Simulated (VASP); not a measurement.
Here is a VASP 6.6.1 calculation.

Contents of INCAR:

```
PREC = Accurate
ENCUT = 600
EDIFF = 1E-7
ISMEAR = 0
SIGMA = 0.1
LREAL = False
LASPH = True
NELM = 200
ALGO = Normal
ISIF = 3
LWAVE = False
LCHARG = False
GGA = PE
IBRION = 2
NSW = 90
EDIFFG = -0.04
GGA_COMPAT = False
NELMIN = 4
LMAXMIX = 6
```

KPOINTS

```
Automatic mesh
0
Gamma
  4 4 4
```

The input POSCAR:

```
Er3O
1.0
    4.4373046300      0.0000000000      0.0000000000
    0.0000000000      4.4373046300      0.0000000000
    0.0000000000      0.0000000000      4.4373046300
Er O
3 1
Direct
    0.0000000000      0.5000000000      0.5000000000
    0.5000000000      0.0000000000      0.5000000000
    0.5000000000      0.5000000000      0.0000000000
    0.0000000000      0.0000000000      0.0000000000
```

Potentials or basis: VASP PAW PBE potentials, release 64 (Er_3, O), 4f in core.

The run is started by

```console
$ cat potpaw_PBE.64/Er_3/POTCAR potpaw_PBE.64/O/POTCAR > POTCAR
$ mpirun -np 1 vasp_std > vasp.out
```

Task: Predict the relaxed volume.

Result: 23.72 Å³/atom.

Task: Predict the space group after relaxing (to 0.1 Å).

Result: Pm-3m (No. 221).

Task: Estimate the relaxed cell.

Result: a = 4.561 Å, b = 4.561 Å, c = 4.561 Å, α = 90.00°, β = 90.00°, γ = 90.00°.

Final structure:
```
Er O
1.0
     4.56067    0.00000    0.00000
     0.00000    4.56067    0.00000
     0.00000    0.00000    4.56067
Er O
3 1
Direct
  0.00000 0.50000 0.50000
  0.50000 0.00000 0.50000
  0.50000 0.50000 0.00000
  0.00000 0.00000 0.00000
```

Caveat: the highest band is partly filled, so the run has too few bands; spin-orbit coupling is left out, which moves the levels of the heavy elements; the 4f electrons are frozen in the core, so they carry no moment and show no levels; the run has no spin polarisation, though such a crystal can be magnetic. Spin polarisation is off, so any magnetic state and its effect on volume and gap are missing.
